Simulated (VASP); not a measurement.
Here is a VASP 6.6.1 calculation.

The input INCAR:

```
SYSTEM = Pt
  PREC = Accurate
  ENCUT = 520
  EDIFF = 1E-7
  ISMEAR = 0
  SIGMA = 0.1
  LREAL = .FALSE.
  LASPH = .TRUE.
  NELM = 60
  ALGO = Fast
  ISIF = 2
  LWAVE = .FALSE.
  LCHARG = .FALSE.
  GGA = PS
  NBANDS = 17
```

Contents of KPOINTS:

```
regular mesh
0
G
  18 18 14
  0 0 0
```

POSCAR

```
Pt
1.0
    1.9394400420      1.9394400420      0.0000000000
   -1.9394400420      1.9394400420      0.0000000000
    0.0000000000      0.0000000000      3.8788800841
Pt
2
Direct
    0.0000000000      0.0000000000      0.0000000000
    0.5000000000      0.5000000000      0.5000000000
```

Potentials or basis: VASP PAW PBE potentials, release 64 (Pt).

The run is started by

```bash
$ cat potpaw_PBE.64/Pt/POTCAR > POTCAR
$ mpirun -np 1 vasp_std > vasp.out
```

(1) Predict the band gap on the k mesh.

(2) Predict the pressure.

Results:

(1) zero (bands 10 and 11 overlap by 1.80 eV).

(2) 8.9 GPa.

Caveat: the cell differs from its parent crystal (equal strain along all axes, cell held: -1.0 %); the cell stands under pressure; the PAW data sets were made with another functional, which shifts forces and pressure a little; spin-orbit coupling is left out, which moves the levels of the heavy elements.
